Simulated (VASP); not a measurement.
# GeCl2 (Fd-3m) in VASP: notebook

Aim: see how the results for GeCl2 move with the level of theory and the settings. Levels: PBE, r2SCAN. Tasks: single point, relaxation of cell and atoms.

All numbers are computed with VASP 6.6.1; they aren't measurements. Logs are shortened: lines on timing, memory, paths and dates and some standing lists are left out, and cuts for length are marked.

## (1) The cell of the first run

The structure is cubic, space group Fd-3m (No. 227). Conventional cell: a = 8.374 Å, b = 8.374 Å, c = 8.374 Å, α = 90.00°, β = 90.00°, γ = 90.00°. Ge (site symmetry -43m) has 4 Cl at 1.81 Å within 2.4 Å. Within 2.4 Å of Cl (site symmetry -3m) lie 2 Ge at 1.81 Å.

The cell was generated, and may not be a known phase.

## (2) Single point, PBE

INCAR

```
PREC     = Accurate       # precision mode
ENCUT    = 520            # plane-wave cutoff, eV
EDIFF    = 1E-6           # SCF threshold, eV
ISMEAR   = 0              # smearing method
SIGMA    = 0.1            # smearing width, eV
LREAL    = False          # projectors in reciprocal space
LASPH    = True           # aspherical terms in the spheres
NELM     = 80             # most SCF steps
ALGO     = Normal         # electronic algorithm
ISIF     = 2              # what is computed and relaxed
LWAVE    = False          # write WAVECAR
LCHARG   = True           # write CHGCAR
GGA      = PE             # functional
LELF     = True           # ELF
LVHAR    = True         
NBANDS   = 37             # bands
```

KPOINTS

```
regular mesh
0
Gamma
  4 4 4
```

POSCAR

```
GeCl2
1.0
    0.0000000000      4.1867987900      4.1867987900
    4.1867987900      0.0000000000      4.1867987900
    4.1867987900      4.1867987900      0.0000000000
Ge Cl
2 4
Direct
    0.7500000000      0.7500000000      0.7500000000
    0.5000000000      0.5000000000      0.5000000000
    0.6250000000      0.6250000000      0.6250000000
    0.6250000000      0.6250000000      0.1250000000
    0.6250000000      0.1250000000      0.6250000000
    0.1250000000      0.6250000000      0.6250000000
```

Potentials or basis: VASP PAW PBE potentials, release 64 (Ge_d, Cl).

Run with:

```bash
> cat potpaw_PBE.64/Ge_d/POTCAR potpaw_PBE.64/Cl/POTCAR > POTCAR
> mpirun -np 1 vasp_std > vasp.out
```

OUTCAR:

```text
PREC = Accurate
   ENCUT = 520
   EDIFF = 1E-6
   ISMEAR = 0
   LREAL = False
   LASPH = True
   NELM = 80
   ISIF = 2
   GGA = PE

 ion  position               nearest neighbor table
   1  0.750  0.750  0.750-   4 1.81   5 1.81   6 1.81   3 1.81
   2  0.500  0.500  0.500-   4 1.81   5 1.81   6 1.81   3 1.81
   3  0.625  0.625  0.625-   1 1.81   2 1.81
   4  0.625  0.625  0.125-   1 1.81   2 1.81
   5  0.625  0.125  0.625-   1 1.81   2 1.81
   6  0.125  0.625  0.625-   1 1.81   2 1.81

  LATTYP: Found a face centered cubic cell.
 ALAT       =     8.3735975800

  Lattice vectors:

 A1 = (   0.0000000000,   4.1867987900,   4.1867987900)
 A2 = (   4.1867987900,   0.0000000000,   4.1867987900)
 A3 = (   4.1867987900,   4.1867987900,   0.0000000000)

Analysis of symmetry for initial positions (statically):
=====================================================================
 Subroutine PRICEL returns:
 Original cell was already a primitive cell.

 Routine SETGRP: Setting up the symmetry group for a
 face centered cubic supercell.

 Subroutine GETGRP returns: Found 48 space group operations
 (whereof 24 operations were pure point group operations)
 out of a pool of 48 trial point group operations.

The static configuration has the point symmetry T_d .
 The point group associated with its full space group is O_h .

Analysis of symmetry for dynamics (positions and initial velocities):
=====================================================================
 Subroutine PRICEL returns:
 Original cell was already a primitive cell.

 Routine SETGRP: Setting up the symmetry group for a
 face centered cubic supercell.

 Subroutine GETGRP returns: Found 48 space group operations
 (whereof 24 operations were pure point group operations)
 out of a pool of 48 trial point group operations.

The dynamic configuration has the point symmetry T_d .
 The point group associated with its full space group is O_h .

 Subroutine INISYM returns: Found 48 space group operations
 (whereof 24 operations are pure point group operations),
 and found     1 'primitive' translations

----------------------------------------------------------------------------------------

                                     Primitive cell

  volume of cell :     146.7832

  direct lattice vectors                    reciprocal lattice vectors
     0.000000000  4.186798790  4.186798790    -0.119422983  0.119422983  0.119422983
     4.186798790  0.000000000  4.186798790     0.119422983 -0.119422983  0.119422983
     4.186798790  4.186798790  0.000000000     0.119422983  0.119422983 -0.119422983

  length of vectors
     5.921027632  5.921027632  5.921027632     0.206846674  0.206846674  0.206846674

  position of ions in fractional coordinates (direct lattice)
     0.750000000  0.750000000  0.750000000
     0.500000000  0.500000000  0.500000000
     0.625000000  0.625000000  0.625000000
     0.625000000  0.625000000  0.125000000
     0.625000000  0.125000000  0.625000000
     0.125000000  0.625000000  0.625000000

  ion indices of the primitive-cell ions
   primitive index   ion index
                 1           1
                 2           2
                 3           3
                 4           4
                 5           5
                 6           6

----------------------------------------------------------------------------------------

 KPOINTS: regular mesh

Automatic generation of k-mesh.
 Grid dimensions read from file:
 generate k-points for:    4    4    4

 Generating k-lattice:

  Cartesian coordinates                     Fractional coordinates (reciprocal lattice)
    -0.029855746  0.029855746  0.029855746     0.250000000  0.000000000  0.000000000
     0.029855746 -0.029855746  0.029855746     0.000000000  0.250000000  0.000000000
     0.029855746  0.029855746 -0.029855746     0.000000000  0.000000000  0.250000000

  Length of vectors
     0.051711668  0.051711668  0.051711668

  Shift w.r.t. Gamma in fractional coordinates (k-lattice)
     0.000000000  0.000000000  0.000000000

 Subroutine IBZKPT returns following result:
 ===========================================

 Found      8 irreducible k-points:

 Following reciprocal coordinates:
            Coordinates               Weight
  0.000000  0.000000  0.000000      1.000000
  0.250000  0.000000  0.000000      8.000000
  0.500000  0.000000  0.000000      4.000000
  0.250000  0.250000  0.000000      6.000000
  0.500000  0.250000  0.000000     24.000000
 -0.250000  0.250000  0.000000     12.000000
  0.500000  0.500000  0.000000      3.000000
 -0.250000  0.500000  0.250000      6.000000
   k-points           NKPTS =      8   k-points in BZ     NKDIM =      8   number of bands    NBANDS=     37
   number of dos      NEDOS =    301   number of ions     NIONS =      6
   total plane-waves  NPLWV = 110592
   dimension x,y,z NGX =    48 NGY =   48 NGZ =   48
   dimension x,y,z NGXF=    96 NGYF=   96 NGZF=   96
   ions per type =               2   4
   NGX,Y,Z   is equivalent  to a cutoff of  13.48, 13.48, 13.48 a.u.
   NGXF,Y,Z  is equivalent  to a cutoff of  26.95, 26.95, 26.95 a.u.
 SYSTEM =  unknown system
   PREC   = accura    normal or accurate (medium, high low for compatibility)
   ISTART =      0    job   : 0-new  1-cont  2-samecut
   ICHARG =      2    charge: 1-file 2-atom 10-const
   ISPIN  =      1    spin polarized calculation?
   LNONCOLLINEAR =      F non collinear calculations
   LSORBIT =      F    spin-orbit coupling
   LASPH  =      T    aspherical Exc in radial PAW
   ENCUT  =  520.0 eV  38.22 Ry    6.18 a.u.  11.01 11.01 11.01*2*pi/ulx,y,z
   NELM   =     80;   NELMIN=  2; NELMDL= -5     # of ELM steps
   EDIFF  = 0.1E-05   stopping-criterion for ELM
   LREAL  =      F    real-space projection
   EDIFFG = 0.1E-04   stopping-criterion for IOM
   NSW    =      0    number of steps for IOM
   IBRION =     -1    ionic relax: 0-MD 1-quasi-New 2-CG
   NFREE  =      0    steps in history (QN), initial steepest desc. (CG)
   ISIF   =      2    stress and relaxation
   ISYM   =      2    0-nonsym 1-usesym 2-fastsym
   POTIM  = 0.5000    time-step for ionic-motion
   TEBEG  =    0.0;   TEEND  =   0.0 temperature during run
   PSTRESS=    0.0 pullay stress
   NELECT =      56.0000    total number of electrons
   NUPDOWN=      -1.0000    fix difference up-down
   EMIN   =  10.00;   EMAX   =-10.00  energy-range for DOS
   EFERMI =   0.00;   METHOD = LEGACY
   ISMEAR =     0;   SIGMA  =   0.10  broadening in eV -4-tet -1-fermi 0-gaus
   EFERMI_NEDOS =   21; number of points for ismear=-14 and -15
   IALGO  =     38    algorithm
   IMIX   =      4    mixing-type and parameters
     AMIX     =   0.40;   BMIX     =  1.00
     AMIX_MAG =   1.60;   BMIX_MAG =  1.00
  volume/ion in A,a.u.               =      24.46       165.09
  Fermi-wavevector in a.u.,A,eV,Ry     =   1.187350  2.243766 19.181493  1.409800
  Thomas-Fermi vector in A             =   2.323503
   LORBIT       =      0    0 simple, 1 ext, 2 COOP (PROOUT), +10 PAW based schemes
   GGA     = PE    functional components
   LHFCALC =     F    Hartree Fock is set to
   AEXX    =    0.0000 exact exchange contribution
   IVDW    =     0    specifies the selected vdW correction
   LEPSILON=     F    determine dielectric tensor
   LRPA    =     F    only Hartree local field effects (RPA)
 non-spin polarized calculation
 Gauss-broadening in eV      SIGMA  =   0.10
  energy-cutoff  :      520.00
  volume of cell :      146.78
 maximum number of plane-waves:      3984
 NGX is ok and might be reduce to    48
   NGX = 21   NGY = 21   NGZ = 21

 number of electron      55.9999985 magnetization

 Free energy of the ion-electron system (eV)
  ---------------------------------------------------
  ext. energy  EPLUGINS =         0.00000000
  ---------------------------------------------------
  free energy    TOTEN  =         9.23520764 eV

  energy without entropy =        9.26110746  energy(sigma->0) =        9.24815755

 E-fermi :   6.3006     XC(G=0):  -7.9173

 val. band max:        6.1265544637   @ k =  -0.2500   0.2500   0.0000
 cond. band min:       6.3443522823   @ k =   0.2500   0.2500   0.0000
 fundamental gap:      0.2177978186
 Fermi energy:         6.3005562973

 k-point     1 :       0.0000    0.0000    0.0000
  band No.  band energies     occupation
      1     -22.2763      2.00000
      2     -22.2763      2.00000
      3     -22.2763      2.00000
      4     -22.0402      2.00000
      5     -22.0402      2.00000
      6     -22.0402      2.00000
[... 29 lines left out ...]
     36       9.6190      0.00000
     37      11.3484      0.00000

 k-point     2 :       0.2500    0.0000    0.0000
  band No.  band energies     occupation
      1     -22.2769      2.00000
      2     -22.2769      2.00000
      3     -22.2574      2.00000
      4     -22.0701      2.00000
      5     -22.0391      2.00000
      6     -22.0391      2.00000
[... 29 lines left out ...]
     36      10.1776      0.00000
     37      10.6623      0.00000

 k-point     3 :       0.5000    0.0000    0.0000
  band No.  band energies     occupation
      1     -22.2776      2.00000
      2     -22.2776      2.00000
      3     -22.2304      2.00000
      4     -22.1077      2.00000
      5     -22.0381      2.00000
      6     -22.0381      2.00000
[... 29 lines left out ...]
     36      10.5179      0.00000
     37      10.5179      0.00000

 k-point     4 :       0.2500    0.2500    0.0000
  band No.  band energies     occupation
      1     -22.2776      2.00000
      2     -22.2776      2.00000
      3     -22.2484      2.00000
      4     -22.0833      2.00000
      5     -22.0380      2.00000
      6     -22.0380      2.00000
[... 29 lines left out ...]
     36      10.6309      0.00000
     37      11.0507      0.00000

 k-point     5 :       0.5000    0.2500    0.0000
  band No.  band energies     occupation
      1     -22.2786      2.00000
      2     -22.2782      2.00000
      3     -22.2131      2.00000
      4     -22.1293      2.00000
      5     -22.0369      2.00000
      6     -22.0364      2.00000
[... 29 lines left out ...]
     36      10.4643      0.00000
     37      10.5942      0.00000

 k-point     6 :      -0.2500    0.2500    0.0000
  band No.  band energies     occupation
      1     -22.2784      2.00000
      2     -22.2776      2.00000
      3     -22.2285      2.00000
      4     -22.1101      2.00000
      5     -22.0381      2.00000
      6     -22.0366      2.00000
[... 29 lines left out ...]
     36      10.0731      0.00000
     37      10.5065      0.00000

 k-point     7 :       0.5000    0.5000    0.0000
  band No.  band energies     occupation
      1     -22.2788      2.00000
      2     -22.2788      2.00000
      3     -22.1732      2.00000
      4     -22.1732      2.00000
      5     -22.0358      2.00000
      6     -22.0358      2.00000
[... 29 lines left out ...]
     36       9.6133      0.00000
     37      10.9196      0.00000

 k-point     8 :      -0.2500    0.5000    0.2500
  band No.  band energies     occupation
      1     -22.2788      2.00000
      2     -22.2788      2.00000
      3     -22.1731      2.00000
      4     -22.1731      2.00000
      5     -22.0359      2.00000
      6     -22.0359      2.00000
[... 29 lines left out ...]
     36       9.6064      0.00000
     37      10.8810      0.00000

------------------------ aborting loop because EDIFF is reached ----------------------------------------

  FORCE on cell =-STRESS in cart. coord.  units (eV):
  Direction    XX          YY          ZZ          XY          YZ          ZX
  --------------------------------------------------------------------------------------
  -------------------------------------------------------------------------------------
  Total       76.8290692     76.8290692     76.8290692      0.0000000      0.0000000     -0.0000000
  in kB      838.6097134    838.6097134    838.6097134      0.0000000      0.0000000     -0.0000000
  external PRESSURE =     838.6097134 kB  Pullay stress =       0.0000000 kB

 VOLUME and BASIS-vectors are now :
 -----------------------------------------------------------------------------
  energy-cutoff  :      520.00
  volume of cell :      146.78
      direct lattice vectors                 reciprocal lattice vectors
     0.000000000  4.186798790  4.186798790    -0.119422983  0.119422983  0.119422983
     4.186798790  0.000000000  4.186798790     0.119422983 -0.119422983  0.119422983
     4.186798790  4.186798790  0.000000000     0.119422983  0.119422983 -0.119422983

 POSITION                                       TOTAL-FORCE (eV/Angst)
 -----------------------------------------------------------------------------------
      6.28020      6.28020      6.28020        -0.000000      0.000000      0.000000
      4.18680      4.18680      4.18680         0.000000      0.000000     -0.000000
      5.23350      5.23350      5.23350        -0.000000     -0.000000     -0.000000
      3.14010      3.14010      5.23350        -0.000000     -0.000000     -0.000000
      3.14010      5.23350      3.14010        -0.000000     -0.000000     -0.000000
      5.23350      3.14010      3.14010        -0.000000     -0.000000     -0.000000
 -----------------------------------------------------------------------------------
    total drift:                                0.000000     -0.000000     -0.000000

  FREE ENERGIE OF THE ION-ELECTRON SYSTEM (eV)
  ---------------------------------------------------
  free  energy   TOTEN  =         9.2352076355 eV

  energy  without entropy=        9.2611074601  energy(sigma->0) =        9.24815755
```

Run time: 52 s. Hardware: 1 thread of Oxide Virtual Turin-like, shared host; peak memory 0.29 GiB.

What came out:

```
Free energy            : 9.2352 eV
Pressure               : 83.9 GPa
Band gap on the k mesh : zero (bands 28 and 29 overlap by 1.78 eV)
```

Levels at points of the mesh, in eV from the Fermi level:
```tsv
k point	band 24	band 25	band 26	band 27	band 28	band 29	band 30	band 31	band 32	band 33
(0.00, 0.00, 0.00)	-6.82	-6.82	-6.82	-3.93	-1.26	-1.26	-1.26	-0.37	2.69	2.69
(0.50, 0.00, 0.00)	-7.39	-7.39	-6.82	-2.63	0.52	0.52	0.76	1.15	1.43	3.33
(0.50, 0.50, 0.00)	-8.18	-7.16	-7.16	-0.70	-0.70	1.55	1.55	2.36	2.36	2.94
```

Caveat: the cell stands under pressure.

## (3) Single point, PBE

This run uses another cell than the first one, of 64.55 Å³/atom.

INCAR

```
  ALGO = Normal
  EDIFF = 1E-7
  ENCUT = 520
  GGA = PE
  ISIF = 2
  ISMEAR = 0
  LASPH = True
  LCHARG = True
  LELF = True
  LREAL = False
  LVHAR = True
  LWAVE = False
  NBANDS = 37
  NELM = 80
  PREC = Accurate
  SIGMA = 0.1
```

KPOINTS

```
k-points
0
Gamma
  4 4 4
```

POSCAR: that of step 2 with these lines changed.

```diff
@@ -2,5 +2,5 @@
 1.0
-    0.0000000000      4.1867987900      4.1867987900
-    4.1867987900      0.0000000000      4.1867987900
-    4.1867987900      4.1867987900      0.0000000000
+    0.0000000000      5.7855611520      5.7855611520
+    5.7855611520      0.0000000000      5.7855611520
+    5.7855611520      5.7855611520      0.0000000000
 Ge Cl
```

Potentials or basis: VASP PAW PBE potentials, release 64 (Ge_d, Cl).

Run with:

```bash
> cat potpaw_PBE.64/Ge_d/POTCAR potpaw_PBE.64/Cl/POTCAR > POTCAR
> mpirun -np 1 vasp_std > vasp.out
```

Wall time 2.6 min (1 thread of Oxide Virtual Turin-like, shared host); peak memory 0.56 GiB.

Results (log left out):

```yaml
Free_energy: -20.3540 eV
Pressure: 0.2 GPa
Band_gap_on_the_k_mesh: 0.53 eV
```

Levels at points of the mesh, in eV from the valence-band top:
| k point | band 24 | band 25 | band 26 | band 27 | band 28 | band 29 | band 30 | band 31 | band 32 | band 33 |
| --- | --- | --- | --- | --- | --- | --- | --- | --- | --- | --- |
| (0.00, 0.00, 0.00) | -3.71 | -3.30 | -3.30 | -3.30 | 0.00 | 0.53 | 0.53 | 0.53 | 3.25 | 4.28 |
| (0.50, 0.00, 0.00) | -3.74 | -3.48 | -3.48 | -3.30 | -1.56 | 0.98 | 0.98 | 2.51 | 2.88 | 3.63 |
| (0.50, 0.50, 0.00) | -3.57 | -3.42 | -3.42 | -2.75 | -2.75 | 1.46 | 1.46 | 2.73 | 2.73 | 3.11 |

(Continued in part 2 of 2.)

The gap in the log of VASP goes by the Fermi energy; the results here count the filled bands.